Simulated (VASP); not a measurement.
La, 1 atom in the cell. It takes space group P6/mmm (No. 191, hexagonal). The conventional cell has a = 3.499 Å, b = 3.499 Å, c = 3.485 Å, α = 90.00°, β = 90.00°, γ = 120.00°. La (site symmetry 6/mmm) has 8 La at 3.49 to 3.50 Å within 4.6 Å. 

```yaml
Program: VASP 6.6.1
Task: single point
Functional: PBE
Potentials_or_basis: VASP PAW PBE potentials, release 64 (La)
Cutoff: 520 eV
k_mesh: 12 × 12 × 11
Occupations: fermi-dirac, width 0.08 eV
Spin: no spin polarisation
Dipole_correction: no
Further_INCAR_settings: ALGO = Normal; EDIFF = 1e-06; NBANDS = 12
```

Potentials or basis: VASP PAW PBE potentials, release 64 (La).

The run is started by

```bash
$ cat potpaw_PBE.64/La/POTCAR > POTCAR
$ mpirun -np 1 vasp_std > vasp.out
```

Hardware: 1 thread of Intel Xeon 8259CL, on a shared host.

Question: How long does it take, and how much memory?

Answer: Wall time 100 s on 1 thread of Intel Xeon 8259CL, with other jobs on the host, peak memory 0.21 GiB. Counts: scf iterations 13, k points 114.
